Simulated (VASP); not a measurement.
Input of a VASP 6.6.1 run:

File INCAR:

```
SYSTEM = SnO2
ALGO     = Normal         ! electronic algorithm
EDIFF    = 1E-6           ! SCF threshold, eV
ENCUT    = 520            ! plane-wave cutoff, eV
GGA      = PS             ! functional
ISIF     = 2              ! what is computed and relaxed
ISMEAR   = 0              ! smearing method
LASPH    = .TRUE.         ! aspherical terms in the spheres
LCHARG   = .TRUE.         ! write CHGCAR
LELF     = .TRUE.         ! ELF
LREAL    = .FALSE.        ! projectors in reciprocal space
LVHAR    = .TRUE.       
LWAVE    = .FALSE.        ! write WAVECAR
NBANDS   = 35             ! bands
NELM     = 60             ! most SCF steps
PREC     = Accurate       ! precision mode
SIGMA    = 0.01           ! smearing width, eV
```

The input KPOINTS:

```
k-points
0
G
  4 4 6
  0 0 0
```

POSCAR

```
SnO2
1.0
    4.6902582885      0.0000000000      0.0000000000
    0.0000000000      4.7672341650      0.0000000000
    0.0000000000      0.0000000000      3.1747406197
Sn O
2 4
Direct
    0.5000000000      0.5000000000      0.5000000000
    0.0000000000      0.0000000000      0.0000000000
    0.2918500000      0.3210400000      0.0000000000
    0.7918500000      0.1789600000      0.5000000000
    0.2081400000      0.8210400000      0.5000000000
    0.7081500000      0.6789600000      0.0000000000
```

Potentials or basis: VASP PAW PBE potentials, release 64 (Sn_d, O).

Command:

```console
$ cat potpaw_PBE.64/Sn_d/POTCAR potpaw_PBE.64/O/POTCAR > POTCAR
$ mpirun -np 1 vasp_std > vasp.out
```

(1) Predict the band gap on the k mesh.

(2) Estimate the largest force.

(3) What does it give for the pressure?

Answers

(1) 1.34 eV, direct.

(2) 0.172 eV/Å.

(3) 6.5 GPa.

Caveat: the PAW data sets were made with another functional, which shifts forces and pressure a little; spin-orbit coupling is left out, which moves the levels of the heavy elements.
